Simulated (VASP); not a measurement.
A run of VASP 6.6.1 is set up as follows.

The input INCAR:

```
ALGO = Normal
EDIFF = 1E-6
ENCUT = 520
GGA = PE
ISIF = 2
ISMEAR = 0
LASPH = T
LCHARG = T
LELF = T
LREAL = F
LVHAR = T
LWAVE = F
NBANDS = 28
NELM = 100
PREC = Accurate
SIGMA = 0.01
```

KPOINTS

```
k-points
0
Gamma
  6 6 6
```

File POSCAR:

```
BaTiO3
1.0
    4.0255819495      0.0000000000      0.0000000000
    0.0000000000      4.0255819495      0.0000000000
    0.0000000000      0.0000000000      4.2396030839
Ba Ti O
1 1 3
Direct
    0.0000000000      0.0000000000     -0.0104426122
    0.5000000000      0.5000000000      0.4722700988
    0.5000000000      0.5000000000      0.0405145067
    0.5000000000      0.0000000000      0.5203290034
    0.0000000000      0.5000000000      0.5203290034
```

Potentials or basis: VASP PAW PBE potentials, release 64 (Ba_sv, Ti_sv, O).

The run is started by

```bash
$ cat potpaw_PBE.64/Ba_sv/POTCAR potpaw_PBE.64/Ti_sv/POTCAR potpaw_PBE.64/O/POTCAR > POTCAR
$ mpirun -np 1 vasp_std > vasp.out
```

Q: Estimate the largest force.

A: 0.295 eV/Å.

Q: Estimate the band gap on the k mesh.

A: 1.73 eV, indirect (least direct gap 2.29 eV).

Q: Predict the pressure.

A: -2.9 GPa.

Forces in eV/Å, atoms in the order of the input:
```
Ba   0.000  0.000  0.007
Ti   0.000  0.000 -0.210
O    0.000  0.000  0.295
O    0.000  0.000 -0.046
O    0.000  0.000 -0.046
```

Caveat: spin-orbit coupling is left out, which moves the levels of the heavy elements. A k mesh can miss the band edges.
